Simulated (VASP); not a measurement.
A run of VASP 6.6.1 is set up as follows.

File POSCAR:

```
KBr
1.0
    4.5592982261      0.0000000000      0.0000000000
   -2.2796491130      3.9484680873      0.0000000000
    0.0000000000      0.0000000000      8.0200646050
K Br
2 2
Direct
    0.0000000000      0.0000000000      0.0000000000
    0.0000000000      0.0000000000      0.5000000000
    0.3333333333      0.6666666667      0.2500000000
    0.6666666667      0.3333333333      0.7500000000
```

File INCAR.step1:

```
  ALGO = Normal
  EDIFF = 1E-5
  ENCUT = 400
  GGA = PE
  GGA_COMPAT = False
  ISIF = 2
  ISMEAR = 0
  LASPH = True
  LCHARG = False
  LREAL = False
  LWAVE = True
  NBANDS = 24
  NELM = 120
  PREC = Accurate
  SIGMA = 0.01
```

INCAR.step2

```
  ALGO = Normal
  EDIFF = 1E-6
  ENCUT = 400
  GGA = PE
  GGA_COMPAT = False
  HFSCREEN = 0.2079
  ISIF = 2
  ISMEAR = 0
  ISTART = 1
  LASPH = True
  LCHARG = False
  LHFCALC = True
  LREAL = False
  LWAVE = False
  NBANDS = 24
  NELM = 120
  PREC = Accurate
  PRECFOCK = Normal
  SIGMA = 0.01
```

KPOINTS

```
k-points
0
Gamma
  6 6 2
```

Potentials or basis: VASP PAW PBE potentials, release 64 (K_sv, Br).

Run with:

```console
$ cat potpaw_PBE.64/K_sv/POTCAR potpaw_PBE.64/Br/POTCAR > POTCAR
$ cp INCAR.step1 INCAR
$ mpirun -np 1 vasp_std > vasp.out
$ cp INCAR.step2 INCAR
$ mpirun -np 1 vasp_std > vasp.out
```

Predict the band gap on the k mesh.

5.51 eV.

Predict the pressure.

0.4 GPa.

Caveat: the PAW data sets were made with another functional, which shifts forces and pressure a little.
